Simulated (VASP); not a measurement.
# CuO (Cccm) in VASP: further runs

CuO is run at these levels: LDA, r2SCAN; tasks: single point.

All numbers are computed with VASP 6.6.1; they aren't measurements. Logs are shortened: lines on timing, memory, paths and dates and some standing lists are left out, and cuts for length are marked.

## (1) The cell of the first run

The structure is orthorhombic, space group Cccm (No. 66). The conventional cell has a = 4.034 Å, b = 4.364 Å, c = 5.224 Å, α = 90.00°, β = 90.00°, γ = 90.00°. Within 2.6 Å of Cu (site symmetry 2/m) lie 4 O at 1.98 Å. Within 2.6 Å of O (site symmetry 222) lie 4 Cu at 1.98 Å.

## (2) Single point, LDA

INCAR

```
SYSTEM = CuO
PREC = Accurate ; ENCUT = 520
EDIFF = 1E-6 ; ISMEAR = -1
SIGMA = 0.05 ; LREAL = .FALSE.
LASPH = .TRUE. ; NELM = 80
ALGO = Normal ; ISIF = 2
LWAVE = .FALSE. ; LCHARG = .TRUE.
GGA = CA ; LELF = .TRUE.
LVHAR = .TRUE. ; NBANDS = 25
```

KPOINTS

```
Automatic mesh
0
G
  9 9 5
  0 0 0
```

POSCAR

```
CuO
1.0
    2.0171679519     -2.1818894341      0.0000000000
    2.0171679519      2.1818894341      0.0000000000
    0.0000000000      0.0000000000      5.2237769386
Cu O
2 2
Direct
    0.5000000000      0.0000000000      0.0000000000
    0.0000000000      0.5000000000      0.5000000000
    0.5000000000      0.5000000000      0.2500000000
    0.5000000000      0.5000000000      0.7500000000
```

Potentials or basis: VASP PAW LDA potentials, release 64 (Cu, O).

The run is started by

```bash
$ cat potpaw_LDA.64/Cu/POTCAR potpaw_LDA.64/O/POTCAR > POTCAR
$ mpirun -np 1 vasp_std > vasp.out
```

OUTCAR:

```text
SYSTEM = CuO
   PREC = Accurate
   ENCUT = 520
   EDIFF = 1E-6
   ISMEAR = -1
   LREAL = .FALSE.
   LASPH = .TRUE.
   NELM = 80
   ISIF = 2
   GGA = CA

 ion  position               nearest neighbor table
   1  0.500  0.000  0.000-   3 1.98   4 1.98   3 1.98   4 1.98
   2  0.000  0.500  0.500-   3 1.98   4 1.98   3 1.98   4 1.98
   3  0.500  0.500  0.250-   1 1.98   2 1.98   1 1.98   2 1.98
   4  0.500  0.500  0.750-   1 1.98   2 1.98   1 1.98   2 1.98

  LATTYP: Found a base centered orthorhombic cell.
 ALAT       =     4.0343359038
 B/A-ratio  =     1.0816597756
 C/A-ratio  =     1.2948294498

  Lattice vectors:

 A1 = (   2.0171679519,  -2.1818894341,   0.0000000000)
 A2 = (   2.0171679519,   2.1818894341,   0.0000000000)
 A3 = (   0.0000000000,   0.0000000000,   5.2237769386)

Analysis of symmetry for initial positions (statically):
=====================================================================
 Subroutine PRICEL returns:
 Original cell was already a primitive cell.

 Routine SETGRP: Setting up the symmetry group for a
 base centered orthorhombic supercell.

 Subroutine GETGRP returns: Found  8 space group operations
 (whereof  4 operations were pure point group operations)
 out of a pool of  8 trial point group operations.

The static configuration has the point symmetry C_2h.
 The point group associated with its full space group is D_2h.

Analysis of symmetry for dynamics (positions and initial velocities):
=====================================================================
 Subroutine PRICEL returns:
 Original cell was already a primitive cell.

 Routine SETGRP: Setting up the symmetry group for a
 base centered orthorhombic supercell.

 Subroutine GETGRP returns: Found  8 space group operations
 (whereof  4 operations were pure point group operations)
 out of a pool of  8 trial point group operations.

The dynamic configuration has the point symmetry C_2h.
 The point group associated with its full space group is D_2h.

 Subroutine INISYM returns: Found  8 space group operations
 (whereof  4 operations are pure point group operations),
 and found     1 'primitive' translations

----------------------------------------------------------------------------------------

                                     Primitive cell

  volume of cell :      45.9822

  direct lattice vectors                    reciprocal lattice vectors
     2.017167952 -2.181889434  0.000000000     0.247872270 -0.229159183  0.000000000
     2.017167952  2.181889434  0.000000000     0.247872270  0.229159183  0.000000000
     0.000000000  0.000000000  5.223776939     0.000000000  0.000000000  0.191432370

  length of vectors
     2.971465640  2.971465640  5.223776939     0.337571612  0.337571612  0.191432370

  position of ions in fractional coordinates (direct lattice)
     0.500000000  0.000000000  0.000000000
     0.000000000  0.500000000  0.500000000
     0.500000000  0.500000000  0.250000000
     0.500000000  0.500000000  0.750000000

  ion indices of the primitive-cell ions
   primitive index   ion index
                 1           1
                 2           2
                 3           3
                 4           4

----------------------------------------------------------------------------------------

 KPOINTS: Automatic mesh

Automatic generation of k-mesh.
 Grid dimensions read from file:
 generate k-points for:    9    9    5

 Generating k-lattice:

  Cartesian coordinates                     Fractional coordinates (reciprocal lattice)
     0.027541363 -0.025462131  0.000000000     0.111111111  0.000000000  0.000000000
     0.027541363  0.025462131  0.000000000     0.000000000  0.111111111  0.000000000
     0.000000000  0.000000000  0.038286474     0.000000000  0.000000000  0.200000000

  Length of vectors
     0.037507957  0.037507957  0.038286474

  Shift w.r.t. Gamma in fractional coordinates (k-lattice)
     0.000000000  0.000000000  0.000000000

 Subroutine IBZKPT returns following result:
 ===========================================

 Found     75 irreducible k-points:

 Following reciprocal coordinates:
            Coordinates               Weight
  0.000000  0.000000  0.000000      1.000000
  0.111111 -0.000000  0.000000      4.000000
  0.222222 -0.000000  0.000000      4.000000
  0.333333  0.000000  0.000000      4.000000
  0.444444 -0.000000  0.000000      4.000000
  0.111111  0.111111  0.000000      2.000000
[... 16 lines left out ...]
 -0.333333  0.333333  0.000000      2.000000
  0.444444  0.444444  0.000000      2.000000
 [... further k-points ...]
   k-points           NKPTS =     75   k-points in BZ     NKDIM =     75   number of bands    NBANDS=     25
   number of dos      NEDOS =    301   number of ions     NIONS =      4
   total plane-waves  NPLWV =  23040
   dimension x,y,z NGX =    24 NGY =   24 NGZ =   40
   dimension x,y,z NGXF=    48 NGYF=   48 NGZF=   80
   ions per type =               2   2
   NGX,Y,Z   is equivalent  to a cutoff of  13.43, 13.43, 12.73 a.u.
   NGXF,Y,Z  is equivalent  to a cutoff of  26.85, 26.85, 25.46 a.u.
 SYSTEM =  CuO
   PREC   = accura    normal or accurate (medium, high low for compatibility)
   ISTART =      0    job   : 0-new  1-cont  2-samecut
   ICHARG =      2    charge: 1-file 2-atom 10-const
   ISPIN  =      1    spin polarized calculation?
   LNONCOLLINEAR =      F non collinear calculations
   LSORBIT =      F    spin-orbit coupling
   LASPH  =      T    aspherical Exc in radial PAW
   ENCUT  =  520.0 eV  38.22 Ry    6.18 a.u.   5.52  5.52  9.71*2*pi/ulx,y,z
   NELM   =     80;   NELMIN=  2; NELMDL= -5     # of ELM steps
   EDIFF  = 0.1E-05   stopping-criterion for ELM
   LREAL  =      F    real-space projection
   EDIFFG = 0.1E-04   stopping-criterion for IOM
   NSW    =      0    number of steps for IOM
   IBRION =     -1    ionic relax: 0-MD 1-quasi-New 2-CG
   NFREE  =      0    steps in history (QN), initial steepest desc. (CG)
   ISIF   =      2    stress and relaxation
   ISYM   =      2    0-nonsym 1-usesym 2-fastsym
   POTIM  = 0.5000    time-step for ionic-motion
   TEBEG  =    0.0;   TEEND  =   0.0 temperature during run
   PSTRESS=    0.0 pullay stress
   NELECT =      34.0000    total number of electrons
   NUPDOWN=      -1.0000    fix difference up-down
   EMIN   =  10.00;   EMAX   =-10.00  energy-range for DOS
   EFERMI =   0.00;   METHOD = LEGACY
   ISMEAR =    -1;   SIGMA  =   0.05  broadening in eV -4-tet -1-fermi 0-gaus
   EFERMI_NEDOS =   21; number of points for ismear=-14 and -15
   IALGO  =     38    algorithm
   IMIX   =      4    mixing-type and parameters
     AMIX     =   0.40;   BMIX     =  1.00
     AMIX_MAG =   1.60;   BMIX_MAG =  1.00
  volume/ion in A,a.u.               =      11.50        77.58
  Fermi-wavevector in a.u.,A,eV,Ry     =   1.480374  2.797500 29.817249  2.191506
  Thomas-Fermi vector in A             =   2.594416
   LORBIT       =      0    0 simple, 1 ext, 2 COOP (PROOUT), +10 PAW based schemes
   GGA     = CA    functional components
   LHFCALC =     F    Hartree Fock is set to
   AEXX    =    0.0000 exact exchange contribution
   IVDW    =     0    specifies the selected vdW correction
   LEPSILON=     F    determine dielectric tensor
   LRPA    =     F    only Hartree local field effects (RPA)
 non-spin polarized calculation
  energy-cutoff  :      520.00
  volume of cell :       45.98
 maximum number of plane-waves:      1257
 NGX is ok and might be reduce to    24
   NGX = 11   NGY = 11   NGZ = 19

 number of electron      34.0000029 magnetization

 Free energy of the ion-electron system (eV)
  ---------------------------------------------------
  ext. energy  EPLUGINS =         0.00000000
  ---------------------------------------------------
  free energy    TOTEN  =       -23.06637068 eV

  energy without entropy =      -23.04672119  energy(sigma->0) =      -23.05654594

 E-fermi :   4.0279     XC(G=0): -11.6529

 val. band max:        4.0222183666   @ k =   0.1111   0.1111   0.4000
 cond. band min:       4.0358622400   @ k =   0.2222   0.1111   0.0000
 fundamental gap:      0.0136438734
 Fermi energy:         4.0279325666

 k-point     1 :       0.0000    0.0000    0.0000
  band No.  band energies     occupation
      1     -15.0580      2.00000
      2     -13.7986      2.00000
      3      -3.6965      2.00000
      4      -1.1698      2.00000
      5      -1.0134      2.00000
      6       0.5520      2.00000
[... 17 lines left out ...]
     24      18.2561      0.00000
     25      18.5250      0.00000

 k-point     2 :       0.1111   -0.0000    0.0000
  band No.  band energies     occupation
      1     -14.9955      2.00000
      2     -13.7787      2.00000
      3      -3.5863      2.00000
      4      -1.1911      2.00000
      5      -1.0190      2.00000
      6      -0.0627      2.00000
[... 17 lines left out ...]
     24      18.4273      0.00000
     25      18.5659      0.00000

 k-point     3 :       0.2222   -0.0000    0.0000
  band No.  band energies     occupation
      1     -14.8315      2.00000
      2     -13.7280      2.00000
      3      -3.2931      2.00000
      4      -1.2625      2.00000
      5      -1.1249      2.00000
      6      -0.9724      2.00000
[... 17 lines left out ...]
     24      18.3664      0.00000
     25      18.7303      0.00000

 k-point     4 :       0.3333    0.0000    0.0000
  band No.  band energies     occupation
      1     -14.6338      2.00000
      2     -13.6696      2.00000
      3      -2.9313      2.00000
      4      -2.0644      2.00000
      5      -1.2856      2.00000
      6      -0.8929      2.00000
[... 17 lines left out ...]
     24      17.5190      0.00000
     25      18.5535      0.00000

 k-point     5 :       0.4444   -0.0000    0.0000
  band No.  band energies     occupation
      1     -14.4973      2.00000
      2     -13.6307      2.00000
      3      -2.6891      2.00000
      4      -2.5928      2.00000
      5      -1.2282      2.00000
      6      -0.8361      2.00000
[... 17 lines left out ...]
     24      16.2141      0.00000
     25      18.3588      0.00000

 k-point     6 :       0.1111    0.1111    0.0000
  band No.  band energies     occupation
      1     -14.9293      2.00000
      2     -13.7569      2.00000
      3      -3.4696      2.00000
      4      -1.2249      2.00000
      5      -1.0293      2.00000
      6      -0.2546      2.00000
[... 17 lines left out ...]
     24      17.6181      0.00000
     25      18.5859      0.00000
[... 393 lines left out ...]
 k-point    21 :       0.4444    0.3333    0.0000
  band No.  band energies     occupation
      1     -14.1203      2.00000
      2     -13.5382      2.00000
      3      -2.3091      2.00000
      4      -1.8223      2.00000
      5      -1.6868      2.00000
      6      -1.1084      2.00000
[... 17 lines left out ...]
     24      15.1442      0.00000
     25      17.0206      0.00000

 k-point    22 :      -0.4444    0.3333    0.0000
  band No.  band energies     occupation
      1     -14.1284      2.00000
      2     -13.5422      2.00000
      3      -2.3073      2.00000
      4      -1.8307      2.00000
      5      -1.6389      2.00000
      6      -1.0366      2.00000
[... 17 lines left out ...]
     24      15.4873      0.00000
     25      16.6692      0.00000

 k-point    23 :      -0.3333    0.3333    0.0000
  band No.  band energies     occupation
      1     -14.2576      2.00000
      2     -13.5748      2.00000
      3      -2.1295      2.00000
      4      -1.9349      2.00000
      5      -1.5559      2.00000
      6      -1.0854      2.00000
[... 17 lines left out ...]
     24      15.8587      0.00000
     25      17.0434      0.00000

 k-point    24 :       0.4444    0.4444    0.0000
  band No.  band energies     occupation
      1     -14.0038      2.00000
      2     -13.5126      2.00000
      3      -2.3436      2.00000
      4      -2.0377      2.00000
      5      -1.4784      2.00000
      6      -0.9894      2.00000
[... 17 lines left out ...]
     24      15.1636      0.00000
     25      15.6036      0.00000

 [... further k-points ...]

------------------------ aborting loop because EDIFF is reached ----------------------------------------

  FORCE on cell =-STRESS in cart. coord.  units (eV):
  Direction    XX          YY          ZZ          XY          YZ          ZX
  --------------------------------------------------------------------------------------
  -------------------------------------------------------------------------------------
  Total       -3.7493096     -4.4767000     -5.7707269     -0.0000000      0.0000000      0.0000000
  in kB     -130.6388870   -155.9836773   -201.0720395     -0.0000000      0.0000000      0.0000000
  external PRESSURE =    -162.5648679 kB  Pullay stress =       0.0000000 kB

 VOLUME and BASIS-vectors are now :
 -----------------------------------------------------------------------------
  energy-cutoff  :      520.00
  volume of cell :       45.98
      direct lattice vectors                 reciprocal lattice vectors
     2.017167952 -2.181889434  0.000000000     0.247872270 -0.229159183  0.000000000
     2.017167952  2.181889434  0.000000000     0.247872270  0.229159183  0.000000000
     0.000000000  0.000000000  5.223776939     0.000000000  0.000000000  0.191432370

 POSITION                                       TOTAL-FORCE (eV/Angst)
 -----------------------------------------------------------------------------------
      1.00858     -1.09094      0.00000         0.000000     -0.000000      0.000000
      1.00858      1.09094      2.61189        -0.000000     -0.000000      0.000000
      2.01717      0.00000      1.30594        -0.000000      0.000000      0.000000
      2.01717      0.00000      3.91783        -0.000000      0.000000     -0.000000
 -----------------------------------------------------------------------------------
    total drift:                                0.000000     -0.000000     -0.000000

  FREE ENERGIE OF THE ION-ELECTRON SYSTEM (eV)
  ---------------------------------------------------
  free  energy   TOTEN  =       -23.0663706847 eV

  energy  without entropy=      -23.0467211913  energy(sigma->0) =      -23.05654594
```

It took 53 s on 1 thread of Intel Xeon Platinum 8259CL at 2.50GHz (Skylake/Cascade Lake), shared host; peak memory 0.19 GiB.

What came out:

```
Free energy            : -23.0664 eV
Pressure               : -16.3 GPa
Band gap on the k mesh : zero (band 17 reaches 4.62 eV, above the bottom of band 18 at 3.78 eV)
```

Stress tensor (GPa, compression positive):
```
-13.06   0.00   0.00
  0.00 -15.60   0.00
  0.00   0.00 -20.11
```

Caveat: semilocal functionals often make such compounds metallic where correlation or magnetic order opens a gap, which also shifts bond lengths. With open d or f shells a metallic result of LDA can be an artefact of self-interaction; +U or a hybrid may open a gap.

## (3) Single point, LDA

This run uses another cell than the first one, of 11.72 Å³/atom, 1.019 times its volume.

INCAR

```
SYSTEM = CuO
ALGO = Normal
EDIFF = 1E-6
ENCUT = 520
ISIF = 2
ISMEAR = -1
LASPH = .TRUE.
LCHARG = .FALSE.
LREAL = .FALSE.
LWAVE = .FALSE.
NBANDS = 25
NELM = 60
PREC = Accurate
SIGMA = 0.05
```

KPOINTS

```
k-points
0
G
  9 9 5
  0 0 0
```

POSCAR

```
CuO
1.0
    2.0300165018     -2.1957871937      0.0000000000
    2.0300165018      2.1957871937      0.0000000000
    0.0000000000      0.0000000000      5.2570503003
Cu O
2 2
Direct
    0.5000000000      0.0000000000      0.0000000000
    0.0000000000      0.5000000000      0.5000000000
    0.5000000000      0.5000000000      0.2500000000
    0.5000000000      0.5000000000      0.7500000000
```

Potentials or basis: VASP PAW LDA potentials, release 64 (Cu, O).

The run is started by

```bash
$ cat potpaw_LDA.64/Cu/POTCAR potpaw_LDA.64/O/POTCAR > POTCAR
$ mpirun -np 1 vasp_std > vasp.out
```

Wall time 53 s (1 thread of Intel Xeon Platinum 8259CL at 2.50GHz (Skylake/Cascade Lake), shared host); peak memory 0.19 GiB.

The run converged. Its results:

```
Free energy            : -22.9718 eV
Pressure               : -18.4 GPa
Band gap on the k mesh : zero (band 17 reaches 4.38 eV, above the bottom of band 18 at 3.55 eV)
```

Stress tensor (GPa, compression positive):
```
-14.81   0.00   0.00
  0.00 -17.52   0.00
  0.00   0.00 -22.78
```

Levels at points of the mesh, in eV from the Fermi level:
```
           k point  band 13  band 14  band 15  band 16  band 17  band 18  band 19  band 20  band 21  band 22
(0.00, 0.00, 0.00)    -2.16    -2.16    -2.09    -1.72     0.59     0.75     1.31     6.04     6.98    12.98
```

Caveat: semilocal functionals often make such compounds metallic where correlation or magnetic order opens a gap, which also shifts bond lengths.

## (4) Single point, r2SCAN

This run uses another cell than the first one, of 11.05 Å³/atom, 0.962 times its volume.

POSCAR

```
CuO
1.0
    1.9909680000     -2.1535500000      0.0000000000
    1.9909680000      2.1535500000      0.0000000000
    0.0000000000      0.0000000000      5.1559280000
Cu O
2 2
Direct
    0.5000000000      0.0000000000      0.0000000000
    0.0000000000      0.5000000000      0.5000000000
    0.5000000000      0.5000000000      0.2500000000
    0.5000000000      0.5000000000      0.7500000000
```

INCAR.step1

```
SYSTEM = CuO
PREC     = Accurate       ! precision mode
ENCUT    = 520            ! plane-wave cutoff, eV
ISMEAR   = -1             ! smearing method
SIGMA    = 0.05           ! smearing width, eV
LREAL    = .False.        ! projectors in reciprocal space
LASPH    = .True.         ! aspherical terms in the spheres
NELM     = 60             ! most SCF steps
NBANDS   = 25             ! bands
GGA      = PE             ! functional
ALGO     = Normal         ! electronic algorithm
EDIFF    = 1E-4           ! SCF threshold, eV
LWAVE    = .True.         ! write WAVECAR
LCHARG   = .False.        ! write CHGCAR
```

INCAR.step2

```
SYSTEM = CuO
PREC     = Accurate       ! precision mode
ENCUT    = 520            ! plane-wave cutoff, eV
EDIFF    = 1E-7           ! SCF threshold, eV
ISMEAR   = -1             ! smearing method
SIGMA    = 0.05           ! smearing width, eV
LREAL    = .False.        ! projectors in reciprocal space
LASPH    = .True.         ! aspherical terms in the spheres
NELM     = 60             ! most SCF steps
ALGO     = Normal         ! electronic algorithm
ISIF     = 2              ! what is computed and relaxed
LWAVE    = .False.        ! write WAVECAR
LCHARG   = .False.        ! write CHGCAR
METAGGA  = R2SCAN         ! meta-GGA
LMIXTAU  = .True.       
NBANDS   = 25             ! bands
ISTART   = 1
```

KPOINTS

```
regular mesh
0
Gamma
  9 9 5
  0 0 0
```

Potentials or basis: VASP PAW PBE potentials, release 64 (Cu, O).

The run is started by

```bash
$ cat potpaw_PBE.64/Cu/POTCAR potpaw_PBE.64/O/POTCAR > POTCAR
$ cp INCAR.step1 INCAR
$ mpirun -np 1 vasp_std > vasp.out
$ cp INCAR.step2 INCAR
$ mpirun -np 1 vasp_std > vasp.out
```

It took 4.1 min on 1 thread of Intel Xeon Platinum 8259CL at 2.50GHz (Skylake/Cascade Lake), shared host; peak memory 0.21 GiB.

The run converged. Its results:

```yaml
Free_energy: -36.4630 eV
Pressure: -4.0 GPa
Band_gap_on_the_k_mesh: zero (band 17 reaches 5.29 eV, above the bottom of band 18 at 4.44 eV)
```

Stress tensor (GPa, compression positive):
```
-3.19  0.00  0.00
 0.00 -4.38  0.00
 0.00  0.00 -4.38
```

Levels at points of the mesh, in eV from the Fermi level:
| k point | band 14 | band 15 | band 16 | band 17 | band 18 | band 19 | band 20 | band 21 |
| --- | --- | --- | --- | --- | --- | --- | --- | --- |
| (0.00, 0.00, 0.00) | -2.52 | -2.48 | -2.10 | 0.59 | 0.79 | 1.71 | 6.59 | 7.77 |

Caveat: the PAW data sets were made with another functional, which shifts forces and pressure a little; semilocal functionals often make such compounds metallic where correlation or magnetic order opens a gap, which also shifts bond lengths.

## (5) Summary

```tsv
level	potentials or basis	cell	gap on the mesh (eV)	pressure (GPa)
LDA	VASP PAW LDA potentials, release 64 (Cu, O)	a = 2.971, b = 2.971, c = 5.224 Å, angles 90.0, 90.0, 94.5°, 4 atoms	none	-16.3
LDA	VASP PAW LDA potentials, release 64 (Cu, O)	a = 2.990, b = 2.990, c = 5.257 Å, angles 90.0, 90.0, 94.5°, 4 atoms	none	-18.4
r2SCAN	VASP PAW PBE potentials, release 64 (Cu, O)	a = 2.933, b = 2.933, c = 5.156 Å, angles 90.0, 90.0, 94.5°, 4 atoms	none	-4.0
```

Alike in all rows: task single point; no spin polarisation; k mesh 9 × 9 × 5; cutoff (eV) 520; smearing fermi-dirac 0.05 eV.

Caveats: semilocal functionals often make such compounds metallic where correlation or magnetic order opens a gap, which also shifts bond lengths; the PAW data sets were made with another functional, which shifts forces and pressure a little (some runs).

Total energies depend on the potentials used, so only differences within one code and one set of settings carry meaning.
